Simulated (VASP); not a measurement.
Here is a VASP 6.6.1 calculation.

Contents of INCAR:

```
SYSTEM = SnSe2
PREC     = Accurate       ! precision mode
ENCUT    = 520            ! plane-wave cutoff, eV
EDIFF    = 1E-6           ! SCF threshold, eV
ISMEAR   = 1              ! smearing method
SIGMA    = 0.2            ! smearing width, eV
LREAL    = .False.        ! projectors in reciprocal space
LASPH    = .True.         ! aspherical terms in the spheres
NELM     = 80             ! most SCF steps
ALGO     = Normal         ! electronic algorithm
ISIF     = 2              ! what is computed and relaxed
LWAVE    = .False.        ! write WAVECAR
LCHARG   = .False.        ! write CHGCAR
GGA      = PE             ! functional
NBANDS   = 20             ! bands
```

The input KPOINTS:

```
regular mesh
0
Gamma
  6 6 6
  0 0 0
```

Contents of POSCAR:

```
SnSe2
1.0
    1.8950116506      1.0940854866      6.0269119705
   -1.8950116506      1.0940854866      6.0269119705
    0.0000000000     -2.1881709732      6.0269119705
Sn Se
1 2
Direct
   -0.0002292479     -0.0002292479     -0.0002292479
    0.4278747020      0.4278747020      0.4278747020
    0.2390212128      0.2390212128      0.2390212128
```

Potentials or basis: VASP PAW PBE potentials, release 64 (Sn_d, Se).

Launch:

```bash
$ cat potpaw_PBE.64/Sn_d/POTCAR potpaw_PBE.64/Se/POTCAR > POTCAR
$ mpirun -np 1 vasp_std > vasp.out
```

Question: Estimate the band gap on the k mesh.

Answer: Zero (bands 13 and 14 overlap by 0.68 eV).

Question: Predict the largest force.

Answer: 0.311 eV/Å.

Forces in eV/Å, atoms in the order of the input:
```
Sn   0.000  0.000 -0.004
Se   0.000  0.000  0.311
Se   0.000  0.000 -0.307
```

Caveat: semilocal functionals underestimate gaps, so a narrow gap can read as zero; spin-orbit coupling is left out, which moves the levels of the heavy elements.
